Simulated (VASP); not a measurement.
A run of VASP 6.6.1:

File INCAR:

```
SYSTEM = WC
  PREC = Accurate
  ENCUT = 520
  EDIFF = 1E-7
  ISMEAR = -1
  SIGMA = 0.05
  LREAL = .FALSE.
  LASPH = .TRUE.
  NELM = 80
  ALGO = Normal
  ISIF = 2
  LWAVE = .FALSE.
  LCHARG = .TRUE.
  GGA = PE
  LELF = .TRUE.
  LVHAR = .TRUE.
  NBANDS = 16
```

Contents of KPOINTS:

```
Automatic mesh
0
G
  13 13 12
  0 0 0
```

File POSCAR:

```
WC
1.0
    2.9005014360      0.0000000000      0.0000000000
   -1.4502507180      2.5119079273      0.0000000000
    0.0000000000      0.0000000000      2.8007100000
W C
1 1
Direct
    0.0000000000      0.0000000000      0.0000000000
    0.6666666667      0.3333333333      0.5000000000
```

Potentials or basis: VASP PAW PBE potentials, release 64 (W_sv, C).

Run with:

```console
$ cat potpaw_PBE.64/W_sv/POTCAR potpaw_PBE.64/C/POTCAR > POTCAR
$ mpirun -np 1 vasp_std > vasp.out
```

Hardware: 1 thread of Intel(R) Xeon(R) Platinum 8259CL CPU @ 2.50GHz (Skylake/Cascade Lake), with other jobs on the host.

Problem. How long does it take, and how much memory?

Solution. Wall time 25 s on 1 thread of Intel(R) Xeon(R) Platinum 8259CL CPU @ 2.50GHz (Skylake/Cascade Lake), on a shared host, peak memory 0.17 GiB. Counts: scf iterations 13, k points 147.
